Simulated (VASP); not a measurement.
Here is a VASP 6.6.1 calculation.

Contents of INCAR:

```
PREC = Accurate
ENCUT = 520
EDIFF = 1E-6
ISMEAR = -1
SIGMA = 0.05
LREAL = False
LASPH = True
NELM = 80
ALGO = Normal
ISIF = 2
LWAVE = False
LCHARG = True
GGA = RP
LELF = True
LVHAR = True
NBANDS = 56
```

Contents of KPOINTS:

```
regular mesh
0
Gamma
  5 6 5
```

File POSCAR:

```
HfO2
1.0
    5.3497770361      0.0000000000      0.0000000000
    0.0000000000      5.1027598308      0.0000000000
    0.0000000000      0.0000000000      5.1402402184
Hf O
4 8
Direct
    0.9670445851      0.7347649370      0.7378051465
    0.5329554149      0.7347649370      0.2378051465
    0.4670445851      0.2652350630      0.7378051465
    0.0329554149      0.2652350630      0.2378051465
    0.6360486455      0.9358583320      0.8854327645
    0.8639513545      0.9358583320      0.3854327645
    0.2237638139      0.5339179083      0.4897620889
    0.2762361861      0.5339179083      0.9897620889
    0.7762361861      0.4660820917      0.9897620889
    0.7237638139      0.4660820917      0.4897620889
    0.1360486455      0.0641416680      0.8854327645
    0.3639513545      0.0641416680      0.3854327645
```

Potentials or basis: VASP PAW PBE potentials, release 64 (Hf_pv, O).

Run with:

```sh
$ cat potpaw_PBE.64/Hf_pv/POTCAR potpaw_PBE.64/O/POTCAR > POTCAR
$ mpirun -np 1 vasp_std > vasp.out
```

Q: Estimate the pressure.

A: -3.1 GPa.

Q: Predict the largest force.

A: 0.064 eV/Å.

Forces on the atoms (eV/Å):
```
Hf  -0.053  0.010 -0.035
Hf   0.053  0.010 -0.035
Hf  -0.053 -0.010 -0.035
Hf   0.053 -0.010 -0.035
O    0.009  0.005  0.013
O   -0.009  0.005  0.013
O   -0.030 -0.044  0.022
O    0.030 -0.044  0.022
O    0.030  0.044  0.022
O   -0.030  0.044  0.022
O    0.009 -0.005  0.013
O   -0.009 -0.005  0.013
```

Caveat: the cell stands under tension; the PAW data sets were made with another functional, which shifts forces and pressure a little.
